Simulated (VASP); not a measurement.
# ZrB2 (P6/mmm) in VASP: notebook, part 2 of 2

VASP 6.6.1. Earlier steps stand in the parts before.

## 3. Relaxation of cell and atoms, LDA

Contents of INCAR:

```
PREC     = Accurate       # precision mode
ENCUT    = 600            # plane-wave cutoff, eV
EDIFF    = 1E-6           # SCF threshold, eV
ISMEAR   = -1             # smearing method
SIGMA    = 0.15           # smearing width, eV
LREAL    = False          # projectors in reciprocal space
LASPH    = True           # aspherical terms in the spheres
NELM     = 60             # most SCF steps
ALGO     = Normal         # electronic algorithm
ISIF     = 3              # what is computed and relaxed
LWAVE    = False          # write WAVECAR
LCHARG   = False          # write CHGCAR
GGA      = CA             # functional
IBRION   = 2              # ionic algorithm
NSW      = 80             # ionic steps
EDIFFG   = -0.001         # ionic threshold
```

Contents of KPOINTS:

```
regular mesh
0
Gamma
  18 18 12
```

Contents of POSCAR:

```
ZrB2
1.0
    3.1336193786      0.0000000000      0.0000000000
   -1.5668096893      2.7137939877      0.0000000000
    0.0000000000      0.0000000000      3.4870610255
Zr B
1 2
Direct
    0.0000000000      0.0000000000      0.0000000000
    0.3333333333      0.6666666667      0.5000000000
    0.6666666667      0.3333333333      0.5000000000
```

Potentials or basis: VASP PAW LDA potentials, release 64 (Zr_sv, B).

Run with:

```sh
cat potpaw_LDA.64/Zr_sv/POTCAR potpaw_LDA.64/B/POTCAR > POTCAR
mpirun -np 1 vasp_std > vasp.out
```

OUTCAR:

```text
PREC = Accurate
   ENCUT = 600
   EDIFF = 1E-6
   ISMEAR = -1
   LREAL = False
   LASPH = True
   NELM = 60
   ISIF = 3
   GGA = CA
   IBRION = 2
   NSW = 80
   EDIFFG = -0.001

 ion  position               nearest neighbor table
   1  0.000  0.000  0.000-   2 2.51   3 2.51   2 2.51   3 2.51   3 2.51   3 2.51   2 2.51   2 2.51
                             3 2.51   3 2.51   2 2.51   2 2.51
   2  0.333  0.667  0.500-   3 1.81   3 1.81   3 1.81   1 2.51   1 2.51   1 2.51   1 2.51   1 2.51
                             1 2.51
   3  0.667  0.333  0.500-   2 1.81   2 1.81   2 1.81   1 2.51   1 2.51   1 2.51   1 2.51   1 2.51
                             1 2.51

  LATTYP: Found a hexagonal cell.
 ALAT       =     3.1336193786
 C/A-ratio  =     1.1127902289

  Lattice vectors:

 A1 = (   3.1336193786,   0.0000000000,   0.0000000000)
 A2 = (  -1.5668096893,   2.7137939877,   0.0000000000)
 A3 = (   0.0000000000,   0.0000000000,   3.4870610255)

Analysis of symmetry for initial positions (statically):
=====================================================================
 Subroutine PRICEL returns:
 Original cell was already a primitive cell.

 Routine SETGRP: Setting up the symmetry group for a
 hexagonal supercell.
[... 282 lines left out ...]

 number of electron      18.0000000 magnetization

------------------------ aborting loop because EDIFF is reached ----------------------------------------
[... 69 lines left out ...]
--------------------------------------- Ionic step       32  -------------------------------------------

 number of electron      18.0000000 magnetization

 Free energy of the ion-electron system (eV)
  ---------------------------------------------------
  ext. energy  EPLUGINS =         0.00000000
  ---------------------------------------------------
  free energy    TOTEN  =       -27.49328125 eV

  energy without entropy =      -27.47255303  energy(sigma->0) =      -27.48291714

 E-fermi :  10.8355     XC(G=0): -12.7455

 val. band max:       10.8090372717   @ k =   0.1111   0.0000   0.4167
 cond. band min:      10.8980074470   @ k =   0.2222   0.2222   0.0833
 fundamental gap:      0.0889701753
 Fermi energy:        10.8355164708

 k-point     1 :       0.0000    0.0000    0.0000
  band No.  band energies     occupation
      1     -37.3890      2.00000
      2     -15.7540      2.00000
      3     -15.1348      2.00000
      4     -15.1348      2.00000
      5      -1.8676      2.00000
      6       8.1497      2.00000
      7       8.1497      2.00000
      8       8.1793      2.00000
      9       8.5768      2.00000
     10      14.3762      0.00000
     11      14.3762      0.00000
     12      15.1693      0.00000
     13      15.1693      0.00000
[... 354 lines left out ...]
  band No.  band energies     occupation
      1     -37.2513      2.00000
      2     -16.1332      2.00000
      3     -15.5529      2.00000
      4     -15.4520      2.00000
      5       1.5534      2.00000
      6       3.0965      2.00000
      7       6.5392      2.00000
      8       7.0376      2.00000
      9       9.3782      1.99988
     10      11.2602      0.11130
     11      14.3065      0.00000
     12      15.5460      0.00000
     13      16.1172      0.00000

 [... further k-points ...]
[... 5 lines left out ...]
  --------------------------------------------------------------------------------------
  -------------------------------------------------------------------------------------
  Total        0.0009094      0.0009094     -0.0007371      0.0000000     -0.0000000     -0.0000000
  in kB        0.0490317      0.0490317     -0.0397398      0.0000000     -0.0000000     -0.0000000
  external PRESSURE =       0.0194412 kB  Pullay stress =       0.0000000 kB
[... 18 lines left out ...]
  FREE ENERGIE OF THE ION-ELECTRON SYSTEM (eV)
  ---------------------------------------------------
  free  energy   TOTEN  =       -27.4932812526 eV

  energy  without entropy=      -27.4725530340  energy(sigma->0) =      -27.48291714

 reached required accuracy - stopping structural energy minimisation
```

CONTCAR:

```text
ZrB2
   1.00000000000000
     3.1348856408514236    0.0000000000000000   -0.0000000000000000
    -1.5674428204257118    2.7148906029776358   -0.0000000000000000
     0.0000000000000000   -0.0000000000000000    3.4915331291610601
  Zr              B
     1     2
Direct
     0.0000000000000000    0.0000000000000000    0.0000000000000000
     0.3333333332999970    0.6666666667000030    0.5000000000000000
     0.6666666667000030    0.3333333332999970    0.5000000000000000

  0.00000000E+00  0.00000000E+00  0.00000000E+00
  0.00000000E+00  0.00000000E+00  0.00000000E+00
  0.00000000E+00  0.00000000E+00  0.00000000E+00
```

It took 10 min on 1 thread of AMD EPYC 7R13 (Zen 3), shared host; peak memory 0.23 GiB.

What came out:

```yaml
Free_energy: -27.4933 eV
Relaxed_volume: 9.91 Å³/atom
Relaxed_cell: a = 3.135 Å, b = 3.135 Å, c = 3.492 Å, α = 90.00°, β = 90.00°, γ = 120.00°
Space_group_after_relaxing_to_0.1_Å: P6/mmm (No. 191)
Energy_gained_by_relaxing: 0.0 meV/atom
Ionic_steps: 32
Pressure_after_relaxing: 0.0 GPa
Band_gap_on_the_k_mesh: zero (bands 9 and 10 overlap by 1.30 eV)
```

The path:
| step | energy change (eV) | largest force (eV/Å) | pressure (GPa) | volume (Å³) |
| --- | --- | --- | --- | --- |
| 1 | 0.0000 | 0.0000 | 0.54 | 29.65 |
| 2 | 0.0001 | 0.0000 | -0.70 | 29.80 |
| 3 | -0.0001 | 0.0000 | -0.03 | 29.72 |
| 4 | -0.0001 | 0.0000 | -0.03 | 29.72 |
| 5 | -0.0001 | 0.0000 | 0.26 | 29.69 |
| 6 | -0.0001 | 0.0000 | 0.00 | 29.72 |
| 7 | -0.0001 | 0.0000 | 0.02 | 29.71 |
| 8 | -0.0001 | 0.0000 | 0.02 | 29.71 |
| 9 | -0.0001 | 0.0000 | 0.02 | 29.71 |
| 10 | -0.0001 | 0.0000 | 0.02 | 29.71 |
| 11 | -0.0001 | 0.0000 | -0.02 | 29.72 |
| 12 | -0.0001 | 0.0000 | -0.03 | 29.72 |
| 13 | -0.0001 | 0.0000 | -0.03 | 29.72 |
| 14 | -0.0001 | 0.0000 | -0.01 | 29.72 |
| 15 | -0.0001 | 0.0000 | 0.00 | 29.71 |
| 16 | -0.0001 | 0.0000 | 0.04 | 29.71 |
| 17 | -0.0001 | 0.0000 | 0.05 | 29.71 |
| 18 | -0.0001 | 0.0000 | 0.03 | 29.71 |
| 19 | -0.0001 | 0.0000 | 0.02 | 29.71 |
| 20 | -0.0001 | 0.0000 | 0.02 | 29.71 |
| 21 | -0.0001 | 0.0000 | 0.02 | 29.71 |
| 22 | -0.0001 | 0.0000 | 0.02 | 29.71 |
| 23 | -0.0001 | 0.0000 | 0.02 | 29.72 |
| 24 | -0.0001 | 0.0000 | -0.02 | 29.72 |
| 25 | -0.0001 | 0.0000 | 0.00 | 29.72 |
| 26 | -0.0001 | 0.0000 | 0.00 | 29.72 |
| 27 | -0.0001 | 0.0000 | 0.00 | 29.72 |
| 28 | -0.0001 | 0.0000 | 0.00 | 29.72 |
| 29 | -0.0001 | 0.0000 | 0.00 | 29.72 |
| 30 | -0.0001 | 0.0000 | 0.00 | 29.72 |
| 31 | -0.0001 | 0.0000 | 0.00 | 29.72 |
| 32 | -0.0001 | 0.0000 | 0.00 | 29.72 |

Final structure:
```cif
data_structure
_symmetry_space_group_name_H-M 'P 1'
_symmetry_Int_Tables_number 1
_cell_length_a 3.1349
_cell_length_b 3.1349
_cell_length_c 3.4915
_cell_angle_alpha 90.000
_cell_angle_beta 90.000
_cell_angle_gamma 120.000
_cell_volume 29.72
loop_
_atom_site_label
_atom_site_type_symbol
_atom_site_fract_x
_atom_site_fract_y
_atom_site_fract_z
_atom_site_occupancy
Zr1 Zr 0.00000 0.00000 0.00000 1
B1 B 0.33333 0.66667 0.50000 1
B2 B 0.66667 0.33333 0.50000 1
```
